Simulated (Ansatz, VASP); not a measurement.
## BeS: VASP beside Ansatz

INCAR

```
  PREC = Accurate
  ENCUT = 520
  EDIFF = 1E-8
  ISMEAR = -1
  SIGMA = 0.02
  LREAL = False
  LASPH = True
  NELM = 120
  ALGO = Normal
  ISIF = 2
  LWAVE = False
  LCHARG = False
  LEFG = True
  NBANDS = 11
  GGA_COMPAT = False
```

Contents of KPOINTS:

```
Automatic mesh
0
Gamma
  9 9 9
```

Contents of POSCAR:

```
BeS
1.0
    0.0000000000      2.4569115543      2.4569115543
    2.4569115543      0.0000000000      2.4569115543
    2.4569115543      2.4569115543      0.0000000000
Be S
1 1
Direct
    0.0000000000      0.0000000000      0.0000000000
    0.7500000000      0.7500000000      0.7500000000
```

Input for Ansatz:

```yaml
crystal:
  lattice:
    - [0.0, 2.4569115543, 2.4569115543]
    - [2.4569115543, 0.0, 2.4569115543]
    - [2.4569115543, 2.4569115543, 0.0]
  atoms:
    - { symbol: Be, position: [0.0, 0.0, 0.0] }
    - { symbol: S, position: [0.75, 0.75, 0.75] }
kpoints:
  mp_grid: { grid: [9, 9, 9] }
scf:
  occupations: { method: fermi_dirac, width: 0.02 }
hamiltonian:
  xc: lda
  pseudopotentials: { kind: paw }
output:
  forces: true
  stress: true
  eigenvalues: true
  efg: { contact_densities: true }
```

Change from the starting cell: functional lda, volume scaled by 1.04, PAW files.

Alike in both runs: task electric field gradients; functional LDA; k mesh 9 × 9 × 9; occupations fermi-dirac, width 0.02 eV; no spin polarisation.

|  | VASP | Ansatz |
| --- | --- | --- |
| version | VASP 6.6.1 | Ansatz 0.2.0 |
| potentials or method | VASP PAW LDA potentials, release 64 (Be, S) | PAW with Ansatz's default frozen-core files, scalar-relativistic |
| plane-wave cutoff (eV) | 520 | 420 |
| valence electrons in the cell | 8 | 8 |

|  | VASP | Ansatz | Ansatz less VASP |
| --- | --- | --- | --- |
| gap on the k mesh at the Fermi level (eV) | 3.08 | 3.07 | -0.007 |
| pressure (GPa) | -6.4 | -6.5 | -0.03 |

LDA's correlation is that of Perdew and Zunger in VASP and of Perdew and Wang (1992) in Ansatz.
